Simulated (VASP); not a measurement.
The system is Zn4SeO3.

```xyz
16
Lattice="6.7500 0.0000 0.0000 -3.3750 5.8457 0.0000 0.0000 0.0000 5.5200" Properties=species:S:1:pos:R:3 pbc="T T T"
Zn    0.0000    3.8971    2.3184
Zn    1.6878    0.9745    2.0700
Zn    3.3750    3.8967    2.0700
Zn    5.0622    0.9745    2.0700
Zn    3.3750    1.9486    5.0784
Zn    0.0000    1.9489    4.8300
Zn    1.6872    4.8712    4.8300
Zn   -1.6872    4.8712    4.8300
Se    3.3750    1.9486    2.7600
Se    0.0000    3.8971    0.0000
O     0.0000    1.9489    2.7600
O    -1.6872    4.8712    2.7600
O     1.6872    4.8712    2.7600
O     1.6878    0.9745    0.0000
O     3.3750    3.8967    0.0000
O     5.0622    0.9745    0.0000
```

| Property | Result |
| --- | --- |
| Program | VASP 6.6.1 |
| Task | relaxation of cell and atoms |
| Functional | PBE |
| Potentials or basis | VASP PAW PBE potentials, release 64 (Zn, Se, O) |
| Cutoff | 600 eV |
| k mesh | 2 × 2 × 2 |
| Occupations | gaussian, width 0.15 eV |
| Spin | no spin polarisation |

At the start: pressure 15.3 GPa; volume 13.61 Å³/atom.

Task: How do energy, volume and symmetry change on relaxing?

Result: Over 6 steps the energy falls by 263.3 meV/atom and the volume is 14.67 Å³/atom (+7.8 %); space group P6_3mc (No. 186, to 0.1 Å) before and after.

Step by step:
```tsv
step	energy change (eV)	largest force (eV/Å)	pressure (GPa)	volume (Å³)
1	0.0000	5.1820	15.27	217.81
2	-2.9160	2.1483	-7.88	261.18
3	-3.6367	1.2824	-3.03	244.16
4	-4.0970	0.4794	-0.95	237.36
5	-4.1849	0.1668	0.92	232.69
6	-4.2121	0.0728	0.12	234.77
```

Final structure:
```
Zn Se O
1.0
     6.94851    0.00000    0.00000
    -3.47425    6.01758    0.00000
     0.00000    0.00000    5.61482
Zn Se O
8 2 6
Direct
  0.33333 0.66667 0.44529
  0.29389 0.14694 0.36004
  0.85306 0.70611 0.36004
  0.85306 0.14694 0.36004
  0.66667 0.33333 0.94529
  0.14694 0.29389 0.86004
  0.70611 0.85306 0.86004
  0.14694 0.85306 0.86004
  0.66667 0.33333 0.50870
  0.33333 0.66667 0.00870
  0.16073 0.32145 0.50363
  0.16073 0.83927 0.50363
  0.67855 0.83927 0.50363
  0.32145 0.16073 0.00363
  0.83927 0.67855 0.00363
  0.83927 0.16073 0.00363
```

Caveat: the k points lie up to 0.56 Å⁻¹ apart in the final cell; the relaxation stopped at a loose force limit of 0.08 eV/Å, so its end isn't a converged minimum.
